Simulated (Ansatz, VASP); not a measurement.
TiO2 in VASP and in Ansatz

INCAR

```
SYSTEM = TiO2
  PREC = Accurate
  ENCUT = 600
  EDIFF = 1E-7
  ISMEAR = 0
  SIGMA = 0.02
  LREAL = .FALSE.
  LASPH = .TRUE.
  NELM = 100
  ALGO = Normal
  ISIF = 3
  LWAVE = .FALSE.
  LCHARG = .FALSE.
  GGA = PE
  IBRION = 2
  NSW = 100
  EDIFFG = -0.002
```

Contents of KPOINTS:

```
regular mesh
0
G
  10 10 10
  0 0 0
```

Contents of POSCAR:

```
TiO2
1.0
   -1.8921000000      1.8921000000      4.7573000000
    1.8921000000     -1.8921000000      4.7573000000
    1.8921000000      1.8921000000     -4.7573000000
Ti O
2 4
Direct
    0.0000000000      0.0000000000      0.0000000000
    0.7500000000      0.2500000000      0.5000000000
    0.2081000000      0.2081000000      0.0000000000
    0.9581000000      0.4581000000      0.5000000000
    0.5419000000      0.0419000000      0.5000000000
    0.7919000000      0.7919000000      0.0000000000
```

Input for Ansatz:

```yaml
crystal:
  lattice:
    - [-1.8921, 1.8921, 4.7573]
    - [1.8921, -1.8921, 4.7573]
    - [1.8921, 1.8921, -4.7573]
  atoms:
    - { symbol: Ti, position: [0.0, 0.0, 0.0] }
    - { symbol: Ti, position: [0.75, 0.25, 0.5] }
    - { symbol: O, position: [0.2081, 0.2081, 0.0] }
    - { symbol: O, position: [0.9581, 0.4581, 0.5] }
    - { symbol: O, position: [0.5419, 0.0419, 0.5] }
    - { symbol: O, position: [0.7919, 0.7919, 0.0] }
basis:
  ecutwfc: 420
kpoints:
  mp_grid: { grid: [10, 10, 10] }
hamiltonian:
  xc: pbe
scf:
  occupations: { method: gaussian, width: 0.02 }
output:
  forces: true
  stress: true
  eigenvalues: true
  write_density: true
  write_potential: true
  elf: true
  volumetric_format: npy
relax:
  adjacent_minimum: "off"
  f_tol: 0.002
  max_steps: 80
  cell: { stress_tol: 0.02 }
```

Alike in both runs: task relaxation of cell and atoms; functional PBE; k mesh 10 × 10 × 10; occupations gaussian, width 0.02 eV; no spin polarisation.

|  | VASP | Ansatz |
| --- | --- | --- |
| version | VASP 6.6.1 | Ansatz 0.2.0 |
| potentials or method | VASP PAW PBE potentials, release 64 (Ti_sv, O), cutoff 600 eV | scalar-relativistic, plane waves, PAW |
| valence electrons in the cell | 48 | 48 |

```tsv
	VASP	Ansatz	Ansatz less VASP
gap on the k mesh at the Fermi level, each at its own relaxed structure (eV)	2.11	2.14	+0.029
relaxed volume (Å³/atom)	11.69	11.67	-0.027
relaxed cell length with the largest relative difference (Å)	5.548	5.545	-0.0039
```
